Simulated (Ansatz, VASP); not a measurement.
## Ni3Hg in VASP and in Ansatz

INCAR

```
SYSTEM = Ni3Hg
ALGO = Normal
EDIFF = 1E-7
ENCUT = 520
GGA = PS
ISIF = 2
ISMEAR = -1
ISPIN = 2
LASPH = .True.
LCHARG = .True.
LELF = .True.
LMAXMIX = 4
LORBIT = 11
LREAL = .False.
LVHAR = .True.
LWAVE = .False.
MAGMOM = 1.5 1.5 1.5 0
NBANDS = 33
NELM = 150
PREC = Accurate
SIGMA = 0.1
```

KPOINTS

```
k-points
0
Gamma
  6 6 6
  0 0 0
```

File POSCAR:

```
Ni3Hg
1.0
    3.7113225449      0.0000000000      0.0000000000
    0.0000000000      3.7113225449      0.0000000000
    0.0000000000      0.0000000000      3.7113225449
Ni Hg
3 1
Direct
    0.0000000000      0.5000000000      0.5000000000
    0.5000000000      0.0000000000      0.5000000000
    0.5000000000      0.5000000000      0.0000000000
    0.0000000000      0.0000000000      0.0000000000
```

Input for Ansatz:

```yaml
crystal:
  lattice:
    - [3.7113225449146654, 0.0, 0.0]
    - [0.0, 3.7113225449146654, 0.0]
    - [0.0, 0.0, 3.7113225449146654]
  atoms:
    - { symbol: Ni, position: [0.0, 0.5, 0.5], spin: 1.5 }
    - { symbol: Ni, position: [0.5, 0.0, 0.5], spin: 1.5 }
    - { symbol: Ni, position: [0.5, 0.5, 0.0], spin: 1.5 }
    - { symbol: Hg, position: [0.0, 0.0, 0.0] }
basis:
  ecutwfc: 476.19925930478996
kpoints:
  mp_grid:
    grid: [6, 6, 6]
hamiltonian:
  xc: pbesol
magnetization:
  spin_polarized: true
scf:
  max_iter: 55
  occupations:
    method: fermi_dirac
    width: 0.1
output:
  stress: true
```

Alike in both runs: task single point; functional PBEsol; k mesh 6 × 6 × 6; occupations fermi-dirac, width 0.1 eV; collinear spin.

|  | VASP | Ansatz |
| --- | --- | --- |
| version | VASP 6.6.1 | Ansatz 0.2.0 |
| potentials or method | VASP PAW PBE potentials, release 64 (Ni, Hg), cutoff 520 eV | plane waves, PAW |
| valence electrons in the cell | 42 | 74 |

|  | VASP | Ansatz | Ansatz less VASP |
| --- | --- | --- | --- |
| pressure (GPa) | -1.9 | -3.2 | -1.26 |
| net moment per atom (μB) | 0.26 | 0.26 | +0.008 |
| size of the moment on the site where the two differ most (μB) | 0.35 | 0.37 | +0.020 |

VASP's potentials were made for PBE, not for PBEsol. Site moments also hang on the region over which each program counts them. VASP's potentials hold 42 valence electrons a cell and Ansatz's 74, so a difference there can come from the potentials and not from the codes.

Spin-orbit coupling is off throughout.
